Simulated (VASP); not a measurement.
A run of VASP 6.6.1:

INCAR

```
  PREC = Accurate
  ENCUT = 500
  EDIFF = 1E-6
  ISMEAR = 0
  SIGMA = 0.01
  LREAL = F
  LASPH = T
  NELM = 120
  ALGO = Normal
  ISIF = 2
  LWAVE = F
  LCHARG = F
  GGA = PE
  IVDW = 12
  NBANDS = 15
  GGA_COMPAT = F
```

File KPOINTS:

```
regular mesh
0
Gamma
  4 4 4
```

File POSCAR:

```
CaSe
1.0
    0.0010981636      2.9667089390      2.9534011928
    2.9261567522     -0.0166022370      2.9711015934
    2.9286326119      2.9868851994     -0.0190780968
Ca Se
1 1
Direct
    0.9942400000      0.0042700000      0.9943000000
    0.5008700000      0.4972300000      0.5011800000
```

Potentials or basis: VASP PAW PBE potentials, release 64 (Ca_sv, Se).

Run with:

```sh
$ cat potpaw_PBE.64/Ca_sv/POTCAR potpaw_PBE.64/Se/POTCAR > POTCAR
$ mpirun -np 1 vasp_std > vasp.out
```

Hardware: 1 thread of Intel(R) Xeon(R) 6975P-C (Granite Rapids), on a shared host.

Question: How long does it take, and how much memory?

Answer: Run time: 8.8 s on 1 thread of Intel(R) Xeon(R) 6975P-C (Granite Rapids), on a shared host, peak memory 0.19 GiB. Counts: scf iterations 12, k points 36.
